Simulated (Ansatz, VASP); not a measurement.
# One calculation of Cl, two programs

```
CELL_PARAMETERS angstrom
2.74589 0.00000 0.00000
0.00000 2.74589 0.00000
0.00000 0.00000 2.74589
ATOMIC_POSITIONS crystal
Cl 0.00000 0.00000 0.00000
```

Alike in both runs: functional LDA; k mesh 15 × 15 × 15; occupations fermi-dirac, width 0.08 eV; no spin polarisation.

Ansatz relaxed the structure, and its values are those at the end. VASP's run is a single point on that final structure, the one shown.

```csv
,VASP,Ansatz
version,VASP 6.6.1,Ansatz 0.2.0
potentials or method,"VASP PAW LDA potentials, release 64 (Cl)","PAW with Ansatz's default frozen-core files, scalar-relativistic"
plane-wave cutoff (eV),500,420
valence electrons in the cell,7,7
```

|  | VASP | Ansatz | Ansatz less VASP |
| --- | --- | --- | --- |
| pressure (GPa) | -0.1 | 0.0 | +0.06 |

LDA's correlation is that of Perdew and Zunger in VASP and of Perdew and Wang (1992) in Ansatz.
